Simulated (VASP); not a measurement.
# Si16C15 (a cell with a defect): relaxation of the atoms with PBE

Si16C15 (a cell with a defect):

```
CELL_PARAMETERS angstrom
3.09412 -5.35917 0.00000
-6.18824 0.00000 0.00000
0.00000 0.00000 -10.12934
ATOMIC_POSITIONS crystal
Si 0.34326 0.18196 0.06497
Si 0.83333 0.16667 0.06216
Si 0.33333 0.66667 0.06216
Si 0.83333 0.66667 0.06216
Si 0.16667 0.33333 0.56216
Si 0.66667 0.33333 0.56216
Si 0.16667 0.83333 0.56216
Si 0.66667 0.83333 0.56216
Si 0.50320 0.48464 0.31497
Si 0.00000 0.50000 0.31210
Si 0.50009 0.02577 0.31399
Si 0.99647 0.00344 0.30961
Si 0.00000 0.00000 0.81210
Si 0.50000 0.00000 0.81210
Si 0.00000 0.50000 0.81210
Si 0.50000 0.50000 0.81210
C 0.83333 0.16667 0.25019
C 0.33333 0.66667 0.25019
C 0.83333 0.66667 0.25019
C 0.16667 0.33333 0.75019
C 0.66667 0.33333 0.75019
C 0.16667 0.83333 0.75019
C 0.66667 0.83333 0.75019
C 0.00000 0.00000 0.49955
C 0.50000 0.00000 0.49955
C 0.00000 0.50000 0.49955
C 0.50000 0.50000 0.49955
C 0.50000 0.00000 0.99955
C 0.00000 0.00000 0.99955
C 0.50000 0.50000 0.99955
C 0.00000 0.50000 0.99955
```

This cell differs from its parent crystal: atoms taken out.

- Program: VASP 6.6.1
- Task: relaxation of the atoms
- Functional: PBE
- Potentials or basis: VASP PAW PBE potentials, release 64 (Si, C)
- Cutoff: 520 eV
- k mesh: 2 × 2 × 2
- Occupations: gaussian, width 0.01 eV
- Spin: no spin polarisation
- Dipole correction: no
- Further INCAR settings: LREAL = Auto; ALGO = Normal; EDIFF = 1e-07; IBRION = 2; EDIFFG = -0.025; NSW = 65

```yaml
Energy_gained_by_relaxing: 13.1 meV/atom
Ionic_steps: 14
Pressure_after_relaxing: -0.4 GPa
Largest_force_after_relaxing: 0.021 eV/Å
Band_gap_on_the_k_mesh: 0.19 eV
```

Forces in eV/Å, atoms in the order of the input:
```
Si  -0.009 -0.006 -0.011
Si   0.000  0.001 -0.003
Si   0.000 -0.004 -0.001
Si  -0.001  0.002  0.002
Si  -0.004 -0.005  0.005
Si  -0.001  0.003 -0.009
Si   0.000 -0.003  0.007
Si   0.004 -0.005 -0.003
Si  -0.010  0.003  0.001
Si   0.000 -0.003  0.010
Si   0.011  0.003  0.007
Si   0.000  0.008  0.015
Si   0.002  0.000 -0.003
Si   0.007 -0.004 -0.007
Si  -0.001  0.010 -0.004
Si  -0.007 -0.007 -0.010
C    0.001 -0.004  0.005
C    0.002 -0.011 -0.018
C    0.002 -0.002  0.004
C    0.001  0.002  0.001
C   -0.003  0.006  0.004
C   -0.006 -0.002  0.000
C   -0.002 -0.005  0.008
C   -0.002 -0.004  0.015
C   -0.003 -0.011 -0.004
C   -0.002  0.008  0.008
C   -0.003 -0.004 -0.002
C    0.007  0.009 -0.001
C    0.009  0.008 -0.011
C    0.003  0.005  0.002
C    0.008  0.015 -0.005
```

Stress tensor (GPa, compression positive):
```
-0.14  0.01  0.01
 0.01 -0.11 -0.03
 0.01 -0.03 -1.08
```

The path:
```tsv
step	energy change (eV)	largest force (eV/Å)	pressure (GPa)
1	0.0000	1.9305	-0.75
2	-0.2829	0.9110	-0.75
3	-0.3039	0.8280	-0.79
4	-0.3735	0.4270	-0.62
5	-0.3754	0.4986	-0.58
6	-0.3968	0.2108	-0.40
7	-0.3969	0.1985	-0.41
8	-0.4018	0.1023	-0.39
9	-0.4018	0.1043	-0.39
10	-0.4043	0.0692	-0.40
11	-0.4045	0.0724	-0.41
12	-0.4055	0.0344	-0.43
13	-0.4056	0.0387	-0.44
14	-0.4058	0.0212	-0.44
```

Final structure:
```xyz
31
Lattice="3.0941 -5.3592 0.0000 -6.1882 0.0000 0.0000 0.0000 0.0000 -10.1293" Properties=species:S:1:pos:R:3 pbc="T T T"
Si   -0.0043   -1.7896   -0.6457
Si    1.5379   -4.4716   -0.6285
Si   -3.0991   -1.7852   -0.6275
Si   -1.5487   -4.4713   -0.6286
Si   -1.5497   -0.8946   -5.6956
Si   -0.0044   -3.5723   -5.6939
Si   -4.6470   -0.8945   -5.6959
Si   -3.0988   -3.5722   -5.6864
Si   -1.5677   -2.6893   -3.1561
Si   -3.0999   -0.0015   -3.1673
Si   -4.6325   -2.6890   -3.1561
Si   -3.1000   -5.3420   -3.1597
Si   -0.0045   -0.0071   -8.2312
Si    1.5373   -2.6788   -8.2310
Si   -3.0983   -0.0026   -8.2207
Si   -1.5459   -2.6788   -8.2310
C     1.5258   -4.4762   -2.5233
C    -3.1001   -1.7697   -2.5212
C    -1.5378   -4.4764   -2.5231
C    -1.5504   -0.8957   -7.6025
C    -0.0041   -3.5744   -7.6017
C    -4.6461   -0.8954   -7.6028
C    -3.0983   -3.5737   -7.6092
C    -0.0042   -0.0032   -5.0656
C     1.5390   -2.6774   -5.0624
C    -3.0983   -0.0015   -5.0637
C    -1.5479   -2.6778   -5.0624
C     1.5414   -2.6830   -0.0122
C    -0.0053   -0.0040   -0.0125
C    -1.5509   -2.6824   -0.0126
C    -3.0995   -0.0036  -10.1165
```

Levels at points of the mesh, in eV from the valence-band top:
| k point | band 60 | band 61 | band 62 | band 63 | band 64 | band 65 |
| --- | --- | --- | --- | --- | --- | --- |
| (0.00, 0.00, 0.00) | -1.82 | -1.82 | 0.00 | 0.63 | 0.63 | 0.75 |
| (0.50, 0.00, 0.00) | -2.45 | -2.22 | -0.98 | 0.19 | 1.34 | 2.03 |
| (0.00, 0.50, 0.00) | -2.45 | -2.22 | -0.98 | 0.19 | 1.34 | 2.03 |
| (0.50, 0.50, 0.00) | -2.45 | -2.22 | -0.99 | 0.19 | 1.34 | 2.04 |
| (0.00, 0.00, 0.50) | -1.85 | -1.85 | -0.51 | 0.95 | 0.95 | 1.02 |
| (0.50, 0.00, 0.50) | -2.55 | -2.48 | -0.76 | 0.50 | 1.18 | 2.26 |
| (0.00, 0.50, 0.50) | -2.55 | -2.49 | -0.76 | 0.50 | 1.18 | 2.26 |
| (0.50, 0.50, 0.50) | -2.55 | -2.49 | -0.76 | 0.50 | 1.18 | 2.26 |

Run time: 22 min on 4 MPI ranks on Intel(R) Xeon(R) Platinum 8488C (Sapphire Rapids), on a shared host, peak memory 0.36 GiB a rank.

Caveat: the k points lie up to 0.59 Å⁻¹ apart; the cell differs from its parent crystal (atoms taken out).
